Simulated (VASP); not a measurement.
Ca, 1 atom in the cell. The structure is tetragonal, space group I4/mmm (No. 139). Conventional cell: a = 3.635 Å, b = 3.635 Å, c = 6.035 Å, α = 90.00°, β = 90.00°, γ = 90.00°. Ca (site symmetry 4/mmm) has 12 Ca at 3.64 to 3.96 Å within 4.8 Å.  This cell differs from its parent crystal: strain -0.080 along x and y, +0.080 along z.

- Program: VASP 6.6.1
- Task: single point
- Functional: PBEsol
- Potentials or basis: VASP PAW PBE potentials, release 64 (Ca_sv)
- Cutoff: 520 eV
- k mesh: 14 × 14 × 14
- Occupations: gaussian, width 0.15 eV
- Spin: no spin polarisation
- Dipole correction: no
- Further INCAR settings: ALGO = Normal; EDIFF = 1e-06; NBANDS = 11

Potentials or basis: VASP PAW PBE potentials, release 64 (Ca_sv).

Run with:

```bash
$ cat potpaw_PBE.64/Ca_sv/POTCAR > POTCAR
$ mpirun -np 1 vasp_std > vasp.out
```

Hardware: 1 thread of Intel(R) Xeon(R) 6975P-C (Granite Rapids), with other jobs on the host.

Task: How long does it take, and how much memory?

Result: Run time: 32 s on 1 thread of Intel(R) Xeon(R) 6975P-C (Granite Rapids), with other jobs on the host, peak memory 0.24 GiB. Counts: scf iterations 10, k points 244.
